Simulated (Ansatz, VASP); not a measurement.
**SnO2: VASP beside Ansatz**

File INCAR:

```
SYSTEM = SnO2
PREC = Accurate
ENCUT = 520
EDIFF = 1E-6
ISMEAR = 0
SIGMA = 0.05
LREAL = .FALSE.
LASPH = .TRUE.
NELM = 80
ALGO = Normal
ISIF = 2
LWAVE = .FALSE.
LCHARG = .FALSE.
NBANDS = 64
```

The input KPOINTS:

```
Automatic mesh
0
G
  6 6 6
  0 0 0
```

POSCAR

```
SnO2
1.0
    4.7772219600      0.0000000000      0.0000000000
    0.0000000000      6.1018567705      0.0000000000
    0.0000000000      0.0000000000      5.2853653804
Sn O
4 8
Direct
    0.5000000000      0.6673419135      0.7500000000
    0.0000000000      0.8326580865      0.2500000000
    0.5000000000      0.3326580865      0.2500000000
    0.0000000000      0.1673419135      0.7500000000
    0.7309254637      0.6050162923      0.0776916535
    0.2309254637      0.8949837077      0.9223083465
    0.7690745363      0.8949837077      0.5776916535
    0.2690745363      0.6050162923      0.4223083465
    0.7309254637      0.3949837077      0.5776916535
    0.2309254637      0.1050162923      0.4223083465
    0.7690745363      0.1050162923      0.0776916535
    0.2690745363      0.3949837077      0.9223083465
```

Input for Ansatz:

```yaml
crystal:
  lattice:
    - [4.77722196, 0.0, 0.0]
    - [0.0, 6.1018567705, 0.0]
    - [0.0, 0.0, 5.2853653804]
  atoms:
    - { symbol: Sn, position: [0.5, 0.6673419135, 0.75] }
    - { symbol: Sn, position: [0.0, 0.8326580865, 0.25] }
    - { symbol: Sn, position: [0.5, 0.3326580865, 0.25] }
    - { symbol: Sn, position: [0.0, 0.1673419135, 0.75] }
    - { symbol: O, position: [0.7309254637, 0.6050162923, 0.0776916535] }
    - { symbol: O, position: [0.2309254637, 0.8949837077, 0.9223083465] }
    - { symbol: O, position: [0.7690745363, 0.8949837077, 0.5776916535] }
    - { symbol: O, position: [0.2690745363, 0.6050162923, 0.4223083465] }
    - { symbol: O, position: [0.7309254637, 0.3949837077, 0.5776916535] }
    - { symbol: O, position: [0.2309254637, 0.1050162923, 0.4223083465] }
    - { symbol: O, position: [0.7690745363, 0.1050162923, 0.0776916535] }
    - { symbol: O, position: [0.2690745363, 0.3949837077, 0.9223083465] }
basis:
  ecutwfc: 520.0
kpoints:
  mp_grid: { grid: [6, 6, 6] }
hamiltonian:
  xc: lda
  pseudopotentials: { kind: paw, azcp: { folder: soft_1 } }
scf:
  occupations: { method: gaussian, width: 0.05 }
output:
  forces: true
  stress: true
  eigenvalues: true
  write_density: true
  write_potential: true
  elf: true
  volumetric_format: npy
```

Change from the starting cell: volume 12.839 Å^3 an atom, stretch along b over the lengths across it, relative to the relaxed cell 1.0549.

Alike in both runs: task single point; functional LDA; k mesh 6 × 6 × 6; occupations gaussian, width 0.05 eV; no spin polarisation.

|  | VASP | Ansatz |
| --- | --- | --- |
| version | VASP 6.6.1 | Ansatz 0.2.0 |
| potentials or method | VASP PAW LDA potentials, release 64 (Sn_d, O), cutoff 520 eV | scalar-relativistic, plane waves, PAW |
| valence electrons in the cell | 104 | 104 |

VASP gave:

```
gap on the k mesh at the Fermi level (eV)                     : 0.50
least direct gap on the mesh (eV)                             : 0.50
pressure (GPa)                                                : -16.0
traceless stress, the component that is largest in VASP (GPa) : -4.47
rms of the force components (eV/Å)                            : 0.132
```

Task: Estimate Ansatz's values.

Result: gap on the k mesh at the Fermi level (eV): 0.48; least direct gap on the mesh (eV): 0.48; pressure (GPa): -16.9; traceless stress, the component that is largest in VASP (GPa): -4.34; rms of the force components (eV/Å): 0.142.

Ansatz warns that its potentials were made for another functional, while VASP's fit it. LDA's correlation is that of Perdew and Zunger in VASP and of Perdew and Wang (1992) in Ansatz. Atom by atom the forces differ by 0.014 eV/Å (rms over components).
